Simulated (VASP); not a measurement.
# Si3H2C2 in VASP: a series of runs

The runs below take Si3H2C2 through single point, with LDA.

Everything below comes from runs of VASP 6.6.1. Logs are shortened: lines on timing, memory, paths and dates and some standing lists are left out, and cuts for length are marked.

## Step 1: The cell of the first run

The cell holds a slab with vacuum, 28 atoms: a = 6.122 Å, b = 6.122 Å, c = 18.034 Å, α = 90.00°, β = 90.00°, γ = 90.00°.

## Step 2: Single point, LDA

INCAR reads:

```
SYSTEM = Si3H2C2
ALGO = Normal
DIPOL = 0.5 0.5 0.338
EDIFF = 1E-6
ENCUT = 520
IDIPOL = 3
ISIF = 2
ISMEAR = 0
LASPH = .TRUE.
LCHARG = .FALSE.
LDIPOL = .TRUE.
LREAL = Auto
LWAVE = .FALSE.
NBANDS = 64
NELM = 80
PREC = Accurate
SIGMA = 0.05
```

KPOINTS reads:

```
k-points
0
G
  4 4 1
  0 0 0
```

POSCAR reads:

```
Si3H2C2
1.0
    6.1223116280      0.0000000000      0.0000000000
    0.0000000000      6.1223116280      0.0000000000
    0.0000000000      0.0000000000     18.0336064671
Si C H
12 8 8
Direct
    0.2500000000      0.2500000000      0.2691906584
    0.2500000000      0.7500000000      0.2691906584
    0.7500000000      0.2500000000      0.2691906584
    0.7500000000      0.7500000000      0.2691906584
    0.4990661320      0.5072831327      0.3923253128
    0.4990661320     -0.0072831327      0.3923253128
    0.0009339385      0.5072829717      0.3923253177
    0.0009339385     -0.0072829717      0.3923253177
    0.7500000158      0.7500000000      0.5115714248
    0.7500004785      0.2500000000      0.5128565292
    0.2499990569      0.7500000000      0.5453273249
    0.2499999611      0.2500000000      0.5004111845
    0.7500000000      0.5000000000      0.3292053881
    0.7500000000      0.0000000000      0.3292053881
    0.2500000000      0.5000000000      0.3292053881
    0.2500000000      0.0000000000      0.3292053881
    0.0060993368      0.7500000000      0.4541726900
   -0.0050631315      0.2500000000      0.4457278708
    0.4939004456      0.7500000000      0.4541729198
    0.5050635535      0.2500000000      0.4457281720
    0.1018236707      0.2500000000      0.2043633518
    0.3981348503      0.2500000000      0.2043580857
    0.3981348503      0.7500000000      0.2043580857
    0.1018236707      0.7500000000      0.2043633518
    0.6018651497      0.2500000000      0.2043580857
    0.8981763293      0.2500000000      0.2043633518
    0.8981763293      0.7500000000      0.2043633518
    0.6018651497      0.7500000000      0.2043580857
```

Potentials or basis: VASP PAW LDA potentials, release 64 (Si, C, H).

Run with:

```sh
> cat potpaw_LDA.64/Si/POTCAR potpaw_LDA.64/C/POTCAR potpaw_LDA.64/H/POTCAR > POTCAR
> mpirun -np 1 vasp_std > vasp.out
```

OUTCAR:

```text
SYSTEM = Si3H2C2
   EDIFF = 1E-6
   ENCUT = 520
   ISIF = 2
   ISMEAR = 0
   LASPH = .TRUE.
   LREAL = Auto
   NELM = 80
   PREC = Accurate

 ion  position               nearest neighbor table
   1  0.250  0.250  0.269-  22 1.48  21 1.48  15 1.87  16 1.87   2 3.06   3 3.06   2 3.06   3 3.06
                             7 3.12   8 3.12   5 3.12   6 3.12
   2  0.250  0.750  0.269-  23 1.48  24 1.48  15 1.87  16 1.87   1 3.06   4 3.06   1 3.06   4 3.06
                             5 3.08   6 3.08   7 3.08   8 3.08
   3  0.750  0.250  0.269-  25 1.48  26 1.48  13 1.87  14 1.87   1 3.06   4 3.06   4 3.06   1 3.06
                             7 3.13   8 3.13   5 3.13   6 3.13
   4  0.750  0.750  0.269-  28 1.48  27 1.48  13 1.87  14 1.87   2 3.06   3 3.06   3 3.06   2 3.06
                             5 3.08   6 3.08   7 3.08   8 3.08
   5  0.499  0.507  0.392-  20 1.85  19 1.86  15 1.90  13 1.91  12 2.93   6 2.97   9 3.03   7 3.05
                             7 3.07   2 3.08   4 3.08  10 3.09   1 3.12   3 3.13
   6  0.499  0.993  0.392-  20 1.85  19 1.86  16 1.90  14 1.91  12 2.93   5 2.97   9 3.03   8 3.05
                             8 3.07   2 3.08   4 3.08  10 3.09   1 3.12   3 3.13
   7  0.001  0.507  0.392-  18 1.85  17 1.86  15 1.90  13 1.91  12 2.93   8 2.97   9 3.03   5 3.05
                             5 3.07   2 3.08   4 3.08  10 3.09   1 3.12   3 3.13
   8  0.001  0.993  0.392-  18 1.85  17 1.86  16 1.90  14 1.91  12 2.93   7 2.97   9 3.03   6 3.05
                             6 3.07   2 3.08   4 3.08  10 3.09   1 3.12   3 3.13
   9  0.750  0.750  0.512-  19 1.88  17 1.88   5 3.03   6 3.03   7 3.03   8 3.03  10 3.06  10 3.06
[... 8 lines left out ...]
  15  0.250  0.500  0.329-   1 1.87   2 1.87   7 1.90   5 1.90
  16  0.250  0.000  0.329-   1 1.87   2 1.87   8 1.90   6 1.90
  17  0.006  0.750  0.454-   7 1.86   8 1.86   9 1.88  11 2.22
  18  0.995  0.250  0.446-   7 1.85   8 1.85  12 1.85  10 1.93
  19  0.494  0.750  0.454-   5 1.86   6 1.86   9 1.88  11 2.22
  20  0.505  0.250  0.446-   5 1.85   6 1.85  12 1.85  10 1.93
  21  0.102  0.250  0.204-   1 1.48
  22  0.398  0.250  0.204-   1 1.48
  23  0.398  0.750  0.204-   2 1.48
  24  0.102  0.750  0.204-   2 1.48
  25  0.602  0.250  0.204-   3 1.48
  26  0.898  0.250  0.204-   3 1.48
  27  0.898  0.750  0.204-   4 1.48
  28  0.602  0.750  0.204-   4 1.48

  LATTYP: Found a simple tetragonal cell.
 ALAT       =     6.1223116280
 C/A-ratio  =     2.9455551372

  Lattice vectors:

 A1 = (   6.1223116280,   0.0000000000,   0.0000000000)
 A2 = (   0.0000000000,   6.1223116280,   0.0000000000)
 A3 = (   0.0000000000,   0.0000000000,  18.0336064671)

Analysis of symmetry for initial positions (statically):
=====================================================================
 Subroutine PRICEL returns:
 Original cell was already a primitive cell.

 Routine SETGRP: Setting up the symmetry group for a
 simple tetragonal supercell.

 Subroutine GETGRP returns: Found  2 space group operations
 (whereof  1 operations were pure point group operations)
 out of a pool of 16 trial point group operations.

The static configuration has the point symmetry C_1 .
 The point group associated with its full space group is C_1h.

Analysis of symmetry for dynamics (positions and initial velocities):
=====================================================================
 Subroutine PRICEL returns:
 Original cell was already a primitive cell.

 Routine SETGRP: Setting up the symmetry group for a
 simple tetragonal supercell.

 Subroutine GETGRP returns: Found  2 space group operations
 (whereof  1 operations were pure point group operations)
 out of a pool of 16 trial point group operations.

The dynamic configuration has the point symmetry C_1 .
 The point group associated with its full space group is C_1h.

 Subroutine INISYM returns: Found  2 space group operations
 (whereof  1 operations are pure point group operations),
 and found     1 'primitive' translations

----------------------------------------------------------------------------------------

                                     Primitive cell

  volume of cell :     675.9483

  direct lattice vectors                    reciprocal lattice vectors
     6.122311628  0.000000000  0.000000000     0.163336998  0.000000000  0.000000000
     0.000000000  6.122311628  0.000000000     0.000000000  0.163336998  0.000000000
     0.000000000  0.000000000 18.033606467     0.000000000  0.000000000  0.055452025

  length of vectors
     6.122311628  6.122311628 18.033606467     0.163336998  0.163336998  0.055452025

[... 78 lines left out ...]

  Shift w.r.t. Gamma in fractional coordinates (k-lattice)
     0.000000000  0.000000000  0.000000000

 Subroutine IBZKPT returns following result:
 ===========================================

 Found      9 irreducible k-points:

 Following reciprocal coordinates:
            Coordinates               Weight
  0.000000  0.000000  0.000000      1.000000
  0.250000  0.000000  0.000000      2.000000
  0.000000  0.250000  0.000000      2.000000
  0.500000  0.000000  0.000000      1.000000
  0.000000  0.500000  0.000000      1.000000
  0.250000  0.250000  0.000000      4.000000
  0.500000  0.250000  0.000000      2.000000
 -0.250000  0.500000  0.000000      2.000000
  0.500000  0.500000  0.000000      1.000000
   k-points           NKPTS =      9   k-points in BZ     NKDIM =      9   number of bands    NBANDS=     64
   number of dos      NEDOS =    301   number of ions     NIONS =     28
   total plane-waves  NPLWV = 322560
   dimension x,y,z NGX =    48 NGY =   48 NGZ =  140
   dimension x,y,z NGXF=    96 NGYF=   96 NGZF=  280
   ions per type =              12   8   8
   NGX,Y,Z   is equivalent  to a cutoff of  13.03, 13.03, 12.91 a.u.
   NGXF,Y,Z  is equivalent  to a cutoff of  26.07, 26.07, 25.81 a.u.
 SYSTEM =  Si3H2C2
   PREC   = accura    normal or accurate (medium, high low for compatibility)
   ISTART =      0    job   : 0-new  1-cont  2-samecut
   ICHARG =      2    charge: 1-file 2-atom 10-const
   ISPIN  =      1    spin polarized calculation?
   LNONCOLLINEAR =      F non collinear calculations
   LSORBIT =      F    spin-orbit coupling
   LASPH  =      T    aspherical Exc in radial PAW
   ENCUT  =  520.0 eV  38.22 Ry    6.18 a.u.  11.38 11.38 33.53*2*pi/ulx,y,z
   NELM   =     80;   NELMIN=  2; NELMDL= -5     # of ELM steps
   EDIFF  = 0.1E-05   stopping-criterion for ELM
   LREAL  =      T    real-space projection
   EDIFFG = 0.1E-04   stopping-criterion for IOM
   NSW    =      0    number of steps for IOM
   IBRION =     -1    ionic relax: 0-MD 1-quasi-New 2-CG
   NFREE  =      0    steps in history (QN), initial steepest desc. (CG)
   ISIF   =      2    stress and relaxation
   ISYM   =      2    0-nonsym 1-usesym 2-fastsym
   POTIM  = 0.5000    time-step for ionic-motion
   TEBEG  =    0.0;   TEEND  =   0.0 temperature during run
   PSTRESS=    0.0 pullay stress
   NELECT =      88.0000    total number of electrons
   NUPDOWN=      -1.0000    fix difference up-down
   EMIN   =  10.00;   EMAX   =-10.00  energy-range for DOS
   EFERMI =   0.00;   METHOD = LEGACY
   ISMEAR =     0;   SIGMA  =   0.05  broadening in eV -4-tet -1-fermi 0-gaus
   EFERMI_NEDOS =   21; number of points for ismear=-14 and -15
   IALGO  =     38    algorithm
   IMIX   =      4    mixing-type and parameters
     AMIX     =   0.40;   BMIX     =  1.00
     AMIX_MAG =   1.60;   BMIX_MAG =  1.00
  volume/ion in A,a.u.               =      24.14       162.91
  Fermi-wavevector in a.u.,A,eV,Ry     =   0.829719  1.567942  9.366717  0.688434
  Thomas-Fermi vector in A             =   1.942314
   LORBIT       =      0    0 simple, 1 ext, 2 COOP (PROOUT), +10 PAW based schemes
   GGA     = CA    functional components
   LHFCALC =     F    Hartree Fock is set to
   AEXX    =    0.0000 exact exchange contribution
   IVDW    =     0    specifies the selected vdW correction
   LEPSILON=     F    determine dielectric tensor
   LRPA    =     F    only Hartree local field effects (RPA)
 non-spin polarized calculation
 Gauss-broadening in eV      SIGMA  =   0.05
  energy-cutoff  :      520.00
  volume of cell :      675.95
 maximum number of plane-waves:     18238
 NGX is ok and might be reduce to    48
   NGX = 23   NGY = 23   NGZ = 67

 dipolmoment           0.000000      0.000000     -0.000966 electrons x Angstroem

 number of electron      88.0000001 magnetization

 dipolmoment           0.000000      0.000000      0.455888 electrons x Angstroem

 Free energy of the ion-electron system (eV)
  ---------------------------------------------------
  ext. energy  EPLUGINS =         0.00000000
  ---------------------------------------------------
  free energy    TOTEN  =      -168.69326915 eV

  energy without entropy =     -168.68356024  energy(sigma->0) =     -168.68841470

 E-fermi :   0.5937     XC(G=0):  -5.2544

 val. band max:        0.5328206598   @ k =   0.0000   0.0000   0.0000
 cond. band min:       0.5944902360   @ k =   0.0000   0.2500   0.0000
 fundamental gap:      0.0616695762
 Fermi energy:         0.5936502531

 k-point     1 :       0.0000    0.0000    0.0000
  band No.  band energies     occupation
      1     -15.4973      2.00000
      2     -13.4377      2.00000
      3     -13.0334      2.00000
      4     -12.9587      2.00000
      5     -12.5621      2.00000
      6     -12.1615      2.00000
[... 520 lines left out ...]
     55       3.7981      0.00000
     56       3.8576      0.00000
 [bands above 56 left out]

------------------------ aborting loop because EDIFF is reached ----------------------------------------

 vacuum level on the upper side and lower side of the slab       (xc-potential included)         0.849        -1.242

  FORCE on cell =-STRESS in cart. coord.  units (eV):
  Direction    XX          YY          ZZ          XY          YZ          ZX
  --------------------------------------------------------------------------------------
  -------------------------------------------------------------------------------------
  Total       33.9865068    -16.3846450    -12.1428436      0.0000000      0.0000000      0.0000437
  in kB       80.5570698    -38.8359708    -28.7817723      0.0000000      0.0000000      0.0001035
  external PRESSURE =       4.3131089 kB  Pullay stress =       0.0000000 kB

 VOLUME and BASIS-vectors are now :
 -----------------------------------------------------------------------------
  energy-cutoff  :      520.00
  volume of cell :      675.95
      direct lattice vectors                 reciprocal lattice vectors
     6.122311628  0.000000000  0.000000000     0.163336998  0.000000000  0.000000000
     0.000000000  6.122311628  0.000000000     0.000000000  0.163336998  0.000000000
     0.000000000  0.000000000 18.033606467     0.000000000  0.000000000  0.055452025

 POSITION                                       TOTAL-FORCE (eV/Angst)
 -----------------------------------------------------------------------------------
      1.53058      1.53058      4.85448         0.000926      0.000000      1.325654
      1.53058      4.59173      4.85448         0.000924      0.000000      1.225896
      4.59173      1.53058      4.85448        -0.000940      0.000000      1.369344
      4.59173      4.59173      4.85448        -0.000919      0.000000      1.163447
      3.05544      3.10575      7.07504         0.002294     -0.010279     -0.004721
      3.05544      6.07772      7.07504         0.002294      0.010279     -0.004721
[... 20 lines left out ...]
      5.49892      4.59173      3.68541        -0.014977      0.000000     -0.019736
      3.68481      4.59173      3.68531         0.013393      0.000000     -0.020324
 -----------------------------------------------------------------------------------
    total drift:                                0.000004     -0.000000     -0.093391

  FREE ENERGIE OF THE ION-ELECTRON SYSTEM (eV)
  ---------------------------------------------------
  free  energy   TOTEN  =      -168.6932691512 eV

  energy  without entropy=     -168.6835602394  energy(sigma->0) =     -168.68841470

 vacuum level on the upper side and lower side of the slab         5.863         3.712
```

Run time: 10 min. Hardware: 1 thread of AMD EPYC 9R45 (Zen 5), shared host; peak memory 0.61 GiB.

What came out:

| Item | Value |
| --- | --- |
| Free energy | -168.6933 eV |
| Largest force | 3.119 eV/Å |
| Band gap on the k mesh | zero (band 44 reaches 1.55 eV, above the bottom of band 45 at 0.29 eV) |

Forces on the atoms (eV/Å):
```
Si   0.001  0.000  1.326
Si   0.001  0.000  1.226
Si  -0.001  0.000  1.369
Si  -0.001  0.000  1.163
Si   0.002 -0.010 -0.005
Si   0.002  0.010 -0.005
Si  -0.002 -0.010 -0.005
Si  -0.002  0.010 -0.005
Si   0.000  0.000  0.012
Si   0.000  0.000  0.020
Si   0.000  0.000 -3.119
Si   0.000  0.000  1.801
C    0.000  0.423 -0.915
C    0.000 -0.423 -0.915
C    0.000  0.179 -1.026
C    0.000 -0.179 -1.026
C    0.017  0.000  0.030
C   -0.004  0.000 -0.001
C   -0.017  0.000  0.030
C    0.004  0.000 -0.001
H    0.029  0.000  0.010
H   -0.028  0.000  0.010
H   -0.001  0.000  0.001
H    0.003  0.000  0.002
H    0.011  0.000  0.032
H   -0.012  0.000  0.032
H   -0.015  0.000 -0.020
H    0.013  0.000 -0.020
```

Levels at points of the mesh, in eV from the Fermi level:
| k point | band 41 | band 42 | band 43 | band 44 | band 45 | band 46 | band 47 | band 48 |
| --- | --- | --- | --- | --- | --- | --- | --- | --- |
| (0.00, 0.00, 0.00) | -1.12 | -0.86 | -0.35 | -0.10 | -0.06 | 0.92 | 1.06 | 1.09 |
| (0.50, 0.00, 0.00) | -1.57 | -1.13 | -0.90 | -0.87 | -0.27 | 0.02 | 1.44 | 1.52 |
| (0.00, 0.50, 0.00) | -1.13 | -1.13 | 0.88 | 0.95 | 0.96 | 1.02 | 1.03 | 1.33 |
| (0.50, 0.50, 0.00) | -1.63 | -1.20 | -1.13 | -0.94 | 1.29 | 1.64 | 1.75 | 2.06 |

[end of part 1 of 2]
